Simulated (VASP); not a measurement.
# In3F (Pm-3m) in VASP: single point with PBE

Aim: the single point of In3F with PBE.

Everything below comes from runs of VASP 6.6.1. Logs are shortened: lines on timing, memory, paths and dates and some standing lists are left out, and cuts for length are marked.

### Step 1. The cell of the first run

The structure is cubic, space group Pm-3m (No. 221). Conventional cell: a = 4.545 Å, b = 4.545 Å, c = 4.545 Å, α = 90.00°, β = 90.00°, γ = 90.00°. Within 4.2 Å of In (site symmetry 4/mmm) lie 8 In at 3.21 Å and 4 F at 3.21 Å. F (site symmetry m-3m) has 12 In at 3.21 Å within 4.2 Å.

### Step 2. Single point, PBE

INCAR reads:

```
ALGO = Normal ; EDIFF = 1E-7
ENCUT = 520 ; GGA = PE
ISIF = 2 ; ISMEAR = 0
LASPH = T ; LCHARG = F
LREAL = F ; LWAVE = F
NBANDS = 31 ; NELM = 100
PREC = Accurate ; SIGMA = 0.1
```

KPOINTS reads:

```
k-points
0
Gamma
  10 10 10
```

POSCAR reads:

```
In3F
1.0
    4.5448250145      0.0000000000      0.0000000000
    0.0000000000      4.5448250145      0.0000000000
    0.0000000000      0.0000000000      4.5448250145
In F
3 1
Direct
    0.0000000000      0.5000000000      0.5000000000
    0.5000000000      0.0000000000      0.5000000000
    0.5000000000      0.5000000000      0.0000000000
    0.0000000000      0.0000000000      0.0000000000
```

Potentials or basis: VASP PAW PBE potentials, release 64 (In_d, F).

Launch:

```
$ cat potpaw_PBE.64/In_d/POTCAR potpaw_PBE.64/F/POTCAR > POTCAR
$ mpirun -np 1 vasp_std > vasp.out
```

OUTCAR:

```text
EDIFF = 1E-7
   ENCUT = 520
   GGA = PE
   ISIF = 2
   ISMEAR = 0
   LASPH = T
   LREAL = F
   NELM = 100
   PREC = Accurate

 ion  position               nearest neighbor table
   1  0.000  0.500  0.500-   2 3.21   3 3.21   3 3.21   2 3.21   2 3.21   3 3.21   3 3.21   2 3.21

   2  0.500  0.000  0.500-   1 3.21   3 3.21   3 3.21   1 3.21   3 3.21   3 3.21   1 3.21   1 3.21

   3  0.500  0.500  0.000-   1 3.21   2 3.21   1 3.21   2 3.21   2 3.21   2 3.21   1 3.21   1 3.21

   4  0.000  0.000  0.000-

  LATTYP: Found a simple cubic cell.
 ALAT       =     4.5448250145

  Lattice vectors:

 A1 = (   4.5448250145,   0.0000000000,   0.0000000000)
 A2 = (   0.0000000000,   4.5448250145,   0.0000000000)
 A3 = (   0.0000000000,   0.0000000000,   4.5448250145)

Analysis of symmetry for initial positions (statically):
=====================================================================
 Subroutine PRICEL returns:
 Original cell was already a primitive cell.

 Routine SETGRP: Setting up the symmetry group for a
 simple cubic supercell.

 Subroutine GETGRP returns: Found 48 space group operations
 (whereof 48 operations were pure point group operations)
 out of a pool of 48 trial point group operations.

The static configuration has the point symmetry O_h .

Analysis of symmetry for dynamics (positions and initial velocities):
=====================================================================
 Subroutine PRICEL returns:
 Original cell was already a primitive cell.

 Routine SETGRP: Setting up the symmetry group for a
 simple cubic supercell.

 Subroutine GETGRP returns: Found 48 space group operations
 (whereof 48 operations were pure point group operations)
 out of a pool of 48 trial point group operations.

The dynamic configuration has the point symmetry O_h .

 Subroutine INISYM returns: Found 48 space group operations
 (whereof 48 operations are pure point group operations),
 and found     1 'primitive' translations

----------------------------------------------------------------------------------------

                                     Primitive cell

  volume of cell :      93.8753

  direct lattice vectors                    reciprocal lattice vectors
     4.544825014  0.000000000  0.000000000     0.220030474  0.000000000  0.000000000
     0.000000000  4.544825014  0.000000000     0.000000000  0.220030474  0.000000000
     0.000000000  0.000000000  4.544825014     0.000000000  0.000000000  0.220030474

  length of vectors
     4.544825014  4.544825014  4.544825014     0.220030474  0.220030474  0.220030474

  position of ions in fractional coordinates (direct lattice)
     0.000000000  0.500000000  0.500000000
     0.500000000  0.000000000  0.500000000
     0.500000000  0.500000000  0.000000000
     0.000000000  0.000000000  0.000000000

  ion indices of the primitive-cell ions
   primitive index   ion index
                 1           1
                 2           2
                 3           3
                 4           4

----------------------------------------------------------------------------------------

 KPOINTS: k-points

Automatic generation of k-mesh.
 Grid dimensions read from file:
 generate k-points for:   10   10   10

 Generating k-lattice:

  Cartesian coordinates                     Fractional coordinates (reciprocal lattice)
     0.022003047  0.000000000  0.000000000     0.100000000  0.000000000  0.000000000
     0.000000000  0.022003047  0.000000000     0.000000000  0.100000000  0.000000000
     0.000000000  0.000000000  0.022003047     0.000000000  0.000000000  0.100000000

  Length of vectors
     0.022003047  0.022003047  0.022003047

  Shift w.r.t. Gamma in fractional coordinates (k-lattice)
     0.000000000  0.000000000  0.000000000

 Subroutine IBZKPT returns following result:
 ===========================================

 Found     56 irreducible k-points:

 Following reciprocal coordinates:
            Coordinates               Weight
  0.000000  0.000000  0.000000      1.000000
  0.100000  0.000000  0.000000      6.000000
  0.200000  0.000000  0.000000      6.000000
  0.300000  0.000000  0.000000      6.000000
  0.400000  0.000000  0.000000      6.000000
  0.500000  0.000000  0.000000      3.000000
[... 16 lines left out ...]
  0.200000  0.100000  0.100000     24.000000
  0.300000  0.100000  0.100000     24.000000
 [... further k-points ...]
   k-points           NKPTS =     56   k-points in BZ     NKDIM =     56   number of bands    NBANDS=     31
   number of dos      NEDOS =    301   number of ions     NIONS =      4
   total plane-waves  NPLWV =  46656
   dimension x,y,z NGX =    36 NGY =   36 NGZ =   36
   dimension x,y,z NGXF=    72 NGYF=   72 NGZF=   72
   ions per type =               3   1
   NGX,Y,Z   is equivalent  to a cutoff of  13.17, 13.17, 13.17 a.u.
   NGXF,Y,Z  is equivalent  to a cutoff of  26.34, 26.34, 26.34 a.u.
 SYSTEM =  unknown system
   PREC   = accura    normal or accurate (medium, high low for compatibility)
   ISTART =      0    job   : 0-new  1-cont  2-samecut
   ICHARG =      2    charge: 1-file 2-atom 10-const
   ISPIN  =      1    spin polarized calculation?
   LNONCOLLINEAR =      F non collinear calculations
   LSORBIT =      F    spin-orbit coupling
   LASPH  =      T    aspherical Exc in radial PAW
   ENCUT  =  520.0 eV  38.22 Ry    6.18 a.u.   8.45  8.45  8.45*2*pi/ulx,y,z
   NELM   =    100;   NELMIN=  2; NELMDL= -5     # of ELM steps
   EDIFF  = 0.1E-06   stopping-criterion for ELM
   LREAL  =      F    real-space projection
   EDIFFG = 0.1E-05   stopping-criterion for IOM
   NSW    =      0    number of steps for IOM
   IBRION =     -1    ionic relax: 0-MD 1-quasi-New 2-CG
   NFREE  =      0    steps in history (QN), initial steepest desc. (CG)
   ISIF   =      2    stress and relaxation
   ISYM   =      2    0-nonsym 1-usesym 2-fastsym
   POTIM  = 0.5000    time-step for ionic-motion
   TEBEG  =    0.0;   TEEND  =   0.0 temperature during run
   PSTRESS=    0.0 pullay stress
   NELECT =      46.0000    total number of electrons
   NUPDOWN=      -1.0000    fix difference up-down
   EMIN   =  10.00;   EMAX   =-10.00  energy-range for DOS
   EFERMI =   0.00;   METHOD = LEGACY
   ISMEAR =     0;   SIGMA  =   0.10  broadening in eV -4-tet -1-fermi 0-gaus
   EFERMI_NEDOS =   21; number of points for ismear=-14 and -15
   IALGO  =     38    algorithm
   IMIX   =      4    mixing-type and parameters
     AMIX     =   0.40;   BMIX     =  1.00
     AMIX_MAG =   1.60;   BMIX_MAG =  1.00
  volume/ion in A,a.u.               =      23.47       158.38
  Fermi-wavevector in a.u.,A,eV,Ry     =   1.290655  2.438985 22.664465  1.665791
  Thomas-Fermi vector in A             =   2.422473
   LORBIT       =      0    0 simple, 1 ext, 2 COOP (PROOUT), +10 PAW based schemes
   GGA     = PE    functional components
   LHFCALC =     F    Hartree Fock is set to
   AEXX    =    0.0000 exact exchange contribution
   IVDW    =     0    specifies the selected vdW correction
   LEPSILON=     F    determine dielectric tensor
   LRPA    =     F    only Hartree local field effects (RPA)
 non-spin polarized calculation
 Gauss-broadening in eV      SIGMA  =   0.10
  energy-cutoff  :      520.00
  volume of cell :       93.88
 maximum number of plane-waves:      2560
 NGX is ok and might be reduce to    36
   NGX = 17   NGY = 17   NGZ = 17

 number of electron      46.0000039 magnetization

 Free energy of the ion-electron system (eV)
  ---------------------------------------------------
  ext. energy  EPLUGINS =         0.00000000
  ---------------------------------------------------
  free energy    TOTEN  =       -11.68170058 eV

  energy without entropy =      -11.67292067  energy(sigma->0) =      -11.67731062

 E-fermi :   5.9809     XC(G=0):  -9.8491

 val. band max:        5.9687204946   @ k =   0.5000   0.5000   0.5000
 cond. band min:       6.0133648118   @ k =   0.3000   0.0000   0.0000
 fundamental gap:      0.0446443172
 Fermi energy:         5.9809424458

 k-point     1 :       0.0000    0.0000    0.0000
  band No.  band energies     occupation
      1     -15.7593      2.00000
      2      -8.9834      2.00000
      3      -8.9834      2.00000
      4      -8.9834      2.00000
      5      -8.9485      2.00000
      6      -8.8216      2.00000
[... 23 lines left out ...]
     30      14.3347      0.00000
     31      14.3347      0.00000

 k-point     2 :       0.1000    0.0000    0.0000
  band No.  band energies     occupation
      1     -15.7586      2.00000
      2      -8.9810      2.00000
      3      -8.9701      2.00000
      4      -8.9701      2.00000
      5      -8.9378      2.00000
      6      -8.8197      2.00000
[... 23 lines left out ...]
     30      13.8857      0.00000
     31      13.9366      0.00000

 k-point     3 :       0.2000    0.0000    0.0000
  band No.  band energies     occupation
      1     -15.7568      2.00000
      2      -8.9746      2.00000
      3      -8.9309      2.00000
      4      -8.9309      2.00000
      5      -8.9081      2.00000
      6      -8.8145      2.00000
[... 23 lines left out ...]
     30      13.1099      0.00000
     31      13.5851      0.00000

 k-point     4 :       0.3000    0.0000    0.0000
  band No.  band energies     occupation
      1     -15.7544      2.00000
      2      -8.9664      2.00000
      3      -8.8692      2.00000
      4      -8.8692      2.00000
      5      -8.8663      2.00000
      6      -8.8064      2.00000
[... 635 lines left out ...]
     30      12.6117      0.00000
     31      14.1148      0.00000

 k-point    23 :       0.2000    0.1000    0.1000
  band No.  band energies     occupation
      1     -15.7555      2.00000
      2      -8.9567      2.00000
      3      -8.9258      2.00000
      4      -8.9191      2.00000
      5      -8.8807      2.00000
      6      -8.7985      2.00000
[... 23 lines left out ...]
     30      12.2618      0.00000
     31      13.8145      0.00000

 k-point    24 :       0.3000    0.1000    0.1000
  band No.  band energies     occupation
      1     -15.7535      2.00000
      2      -8.9463      2.00000
      3      -8.8824      2.00000
      4      -8.8671      2.00000
      5      -8.8310      2.00000
      6      -8.7895      2.00000
[... 23 lines left out ...]
     30      12.7995      0.00000
     31      13.4860      0.00000

 [... further k-points ...]

------------------------ aborting loop because EDIFF is reached ----------------------------------------

  FORCE on cell =-STRESS in cart. coord.  units (eV):
  Direction    XX          YY          ZZ          XY          YZ          ZX
  --------------------------------------------------------------------------------------
  -------------------------------------------------------------------------------------
  Total       -0.0637903     -0.0637903     -0.0637903      0.0000000      0.0000000      0.0000000
  in kB       -1.0887144     -1.0887144     -1.0887144      0.0000000      0.0000000      0.0000000
  external PRESSURE =      -1.0887144 kB  Pullay stress =       0.0000000 kB

 VOLUME and BASIS-vectors are now :
 -----------------------------------------------------------------------------
  energy-cutoff  :      520.00
  volume of cell :       93.88
      direct lattice vectors                 reciprocal lattice vectors
     4.544825014  0.000000000  0.000000000     0.220030474  0.000000000  0.000000000
     0.000000000  4.544825014  0.000000000     0.000000000  0.220030474  0.000000000
     0.000000000  0.000000000  4.544825014     0.000000000  0.000000000  0.220030474

 POSITION                                       TOTAL-FORCE (eV/Angst)
 -----------------------------------------------------------------------------------
      0.00000      2.27241      2.27241         0.000000      0.000000      0.000000
      2.27241      0.00000      2.27241         0.000000      0.000000      0.000000
      2.27241      2.27241      0.00000         0.000000      0.000000      0.000000
      0.00000      0.00000      0.00000         0.000000      0.000000      0.000000
 -----------------------------------------------------------------------------------
    total drift:                                0.000000      0.000000      0.000000

  FREE ENERGIE OF THE ION-ELECTRON SYSTEM (eV)
  ---------------------------------------------------
  free  energy   TOTEN  =       -11.6817005756 eV

  energy  without entropy=      -11.6729206658  energy(sigma->0) =      -11.67731062
```

Wall time 2.7 min (1 thread of AMD EPYC 7R13 (Zen 3), shared host); peak memory 0.25 GiB.

What came out:

| Property | Result |
| --- | --- |
| Free energy | -11.6817 eV |
| Pressure | -0.1 GPa |
| Band gap on the k mesh | zero (band 23 reaches 6.67 eV, above the bottom of band 24 at 5.30 eV) |

Caveat: spin-orbit coupling is left out, which moves the levels of the heavy elements.
